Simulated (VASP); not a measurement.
**Hf12HC12: single point with PBE**

Hf12HC12, a slab with vacuum:

```
Hf C H
1.0
     6.57821    0.00000    0.00000
     0.00000    6.57821    0.00000
     0.00000    0.00000   20.08413
Hf C H
12 12 1
Direct
  0.00000 0.00000 0.19916
  0.00000 0.50000 0.19916
  0.50000 0.00000 0.19916
  0.50000 0.50000 0.19916
  0.25000 0.25000 0.31195
  0.25000 0.75000 0.31195
  0.75000 0.25000 0.31195
  0.75000 0.75000 0.31195
  0.00000 0.00000 0.42315
  0.00000 0.50000 0.42315
  0.50000 0.00000 0.42315
  0.50000 0.50000 0.42315
  0.25000 0.25000 0.19916
  0.25000 0.75000 0.19916
  0.75000 0.25000 0.19916
  0.75000 0.75000 0.19916
  0.00000 0.00000 0.31153
  0.00000 0.50000 0.31153
  0.50000 0.00000 0.31153
  0.50000 0.50000 0.31153
  0.25000 0.25000 0.42741
  0.25000 0.75000 0.42741
  0.75000 0.25000 0.42741
  0.75000 0.75000 0.42741
  0.25000 0.25000 0.48381
```

| Property | Result |
| --- | --- |
| Program | VASP 6.6.1 |
| Task | single point |
| Functional | PBE |
| Potentials or basis | VASP PAW PBE potentials, release 64 (Hf_pv, C, H) |
| Cutoff | 520 eV |
| k mesh | 4 × 4 × 1 |
| Occupations | gaussian, width 0.1 eV |
| Spin | no spin polarisation |

- Largest force: 1.208 eV/Å
- Band gap on the k mesh: zero (an odd number of electrons rules out a gap without spin polarisation)

Forces in eV/Å, atoms in the order of the input:
```
Hf   0.024  0.024  0.852
Hf   0.024 -0.024  0.852
Hf  -0.024  0.024  0.852
Hf  -0.024 -0.024  0.852
Hf   0.000  0.000 -0.354
Hf   0.000  0.000 -0.134
Hf   0.000  0.000 -0.134
Hf   0.000  0.000 -0.086
Hf  -0.766 -0.766 -0.533
Hf  -0.766  0.766 -0.533
Hf   0.766 -0.766 -0.533
Hf   0.766  0.766 -0.533
C    0.000  0.000 -0.710
C    0.000  0.000 -0.782
C    0.000  0.000 -0.782
C    0.000  0.000 -0.680
C    0.073  0.073  0.323
C    0.073 -0.073  0.323
C   -0.073  0.073  0.323
C   -0.073 -0.073  0.323
C    0.000  0.000  0.513
C    0.000  0.000  0.237
C    0.000  0.000  0.237
C    0.000  0.000  0.079
H    0.000  0.000  0.025
```

Levels at points of the mesh, in eV from the Fermi level:
| k point | band 81 | band 82 | band 83 | band 84 | band 85 | band 86 | band 87 | band 88 |
| --- | --- | --- | --- | --- | --- | --- | --- | --- |
| (0.00, 0.00, 0.00) | -0.45 | -0.20 | -0.20 | -0.06 | -0.06 | -0.03 | 0.74 | 0.74 |
| (0.50, 0.00, 0.00) | -1.52 | -1.46 | -1.35 | -1.26 | 0.44 | 0.60 | 1.40 | 1.45 |
| (0.50, 0.50, 0.00) | -1.14 | -1.14 | -1.06 | -0.99 | 0.50 | 0.50 | 0.58 | 0.63 |

Wall time 22 min on 1 thread of AMD EPYC 9R14 (Zen 4), with other jobs on the host, peak memory 0.91 GiB.

Caveat: spin-orbit coupling is left out, which moves the levels of the heavy elements.
